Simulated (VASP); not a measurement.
Input of a VASP 6.6.1 run:

Contents of INCAR:

```
SYSTEM = Na
PREC = Accurate ; ENCUT = 520
EDIFF = 1E-7 ; ISMEAR = -1
SIGMA = 0.1 ; LREAL = .FALSE.
LASPH = .TRUE. ; NELM = 80
ALGO = Normal ; ISIF = 2
LWAVE = .FALSE. ; LCHARG = .TRUE.
GGA = PS ; LELF = .TRUE.
LVHAR = .TRUE. ; NBANDS = 14
```

Contents of KPOINTS:

```
Automatic mesh
0
G
  8 8 8
  0 0 0
```

File POSCAR:

```
Na
1.0
    0.0000000000      3.8860423581      3.8860423581
    3.8860423581      0.0000000000      3.8860423581
    3.8860423581      3.8860423581      0.0000000000
Na
2
Direct
    0.1250000000      0.1250000000      0.1250000000
    0.8750000000      0.8750000000      0.8750000000
```

Potentials or basis: VASP PAW PBE potentials, release 64 (Na_pv).

Launch:

```bash
$ cat potpaw_PBE.64/Na_pv/POTCAR > POTCAR
$ mpirun -np 1 vasp_std > vasp.out
```

(1) What does it give for the pressure?

(2) Estimate the band gap on the k mesh.

Answers

(1) -0.3 GPa.

(2) zero (band 7 reaches -0.41 eV, above the bottom of band 8 at -1.04 eV).

Caveat: the PAW data sets were made with another functional, which shifts forces and pressure a little.
